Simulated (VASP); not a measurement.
BN: single point with PBE

Crystal: BN.

```
B N
1.0
     2.54395    0.00000    0.00000
    -1.27197    2.20313    0.00000
     0.00000    0.00000    4.24989
B N
2 2
Cartesian
  0.0000 1.4688 0.0004
  1.2720 0.7344 2.1253
  0.0000 1.4688 1.5933
  1.2720 0.7344 3.7183
```

This cell differs from its parent crystal: uniaxial z strain +1.0%.

```yaml
Program: VASP 6.6.1
Task: single point
Functional: PBE
Potentials_or_basis: VASP PAW PBE potentials, release 64 (B, N)
Cutoff: 520 eV
k_mesh: 12 × 12 × 6
Occupations: fermi-dirac, width 0.02 eV
Spin: no spin polarisation
```

```
Pressure               : 1.1 GPa
Largest force          : 0.026 eV/Å
Band gap on the k mesh : 5.19 eV (least direct gap 8.23 eV)
```

Forces in eV/Å, atoms in the order of the input:
```
B    0.000  0.000  0.026
B    0.000  0.000  0.026
N    0.000  0.000 -0.026
N    0.000  0.000 -0.026
```

Stress tensor (GPa, compression positive):
```
 4.37  0.00  0.00
 0.00  4.37  0.00
 0.00  0.00 -5.31
```

Levels at points of the mesh, in eV from the valence-band top:
| k point | band 5 | band 6 | band 7 | band 8 | band 9 | band 10 | band 11 | band 12 |
| --- | --- | --- | --- | --- | --- | --- | --- | --- |
| (0.00, 0.00, 0.00) | -2.03 | -0.29 | 0.00 | 0.00 | 8.23 | 8.44 | 8.44 | 9.64 |
| (0.50, 0.00, 0.00) | -6.84 | -4.89 | -4.34 | -2.14 | 6.79 | 7.88 | 10.65 | 11.45 |
| (0.00, 0.00, 0.50) | -1.12 | -1.12 | -1.12 | -1.12 | 9.56 | 9.56 | 9.95 | 9.95 |
| (0.50, 0.00, 0.50) | -3.72 | -3.72 | -3.58 | -3.58 | 6.53 | 6.53 | 9.94 | 9.94 |

Wall time 42 s on 1 thread of Intel Xeon 8259CL, with other jobs on the host, peak memory 0.15 GiB.

Caveat: the cell differs from its parent crystal (uniaxial z strain +1.0%). A k mesh can miss the band edges.
